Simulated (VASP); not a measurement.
## HfO2: single point with PBE

Crystal: HfO2.

```
Hf O
1.0
    -0.12227    2.49785    2.49785
     2.49785   -0.12227    2.49785
     2.49785    2.49785   -0.12227
Hf O
1 2
Direct
  0.00000 0.00000 0.00000
  0.25000 0.25000 0.25000
  0.75000 0.75000 0.75000
```

This cell differs from its parent crystal: ratio of the length along [111] to the lengths across it x 0.93, volume and fractional coordinates fixed.

```yaml
Program: VASP 6.6.1
Task: single point
Functional: PBE
Potentials_or_basis: VASP PAW PBE potentials, release 64 (Hf_pv, O)
Cutoff: 520 eV
k_mesh: 8 × 8 × 8
Occupations: gaussian, width 0.05 eV
Spin: no spin polarisation
```

```json
{
  "Pressure": "-4.3 GPa",
  "Largest force": "0.658 eV/Å",
  "Band gap on the k mesh": "3.78 eV"
}
```

Forces in eV/Å, atoms in the order of the input:
```
Hf   0.000  0.000  0.000
O    0.380  0.380  0.380
O   -0.380 -0.380 -0.380
```

Stress tensor (GPa, compression positive):
```
-4.31  4.90  4.90
 4.90 -4.31  4.90
 4.90  4.90 -4.31
```

Levels at points of the mesh, in eV from the valence-band top:
| k point | band 9 | band 10 | band 11 | band 12 | band 13 | band 14 |
| --- | --- | --- | --- | --- | --- | --- |
| (0.00, 0.00, 0.00) | -0.61 | -0.56 | -0.56 | 3.87 | 3.87 | 5.62 |
| (0.50, 0.00, 0.00) | -2.70 | -1.85 | -1.61 | 4.31 | 4.75 | 6.54 |
| (0.50, 0.50, 0.00) | -1.79 | -1.19 | 0.00 | 3.78 | 5.45 | 6.25 |
| (0.50, 0.50, 0.50) | -2.50 | -1.88 | -1.88 | 4.73 | 4.73 | 7.37 |

Wall time 16 s on 1 thread of Intel(R) Xeon(R) 6975P-C (Granite Rapids), with other jobs on the host, peak memory 0.18 GiB.

Caveat: the cell stands under tension; spin-orbit coupling is left out, which moves the levels of the heavy elements. A k mesh can miss the band edges.
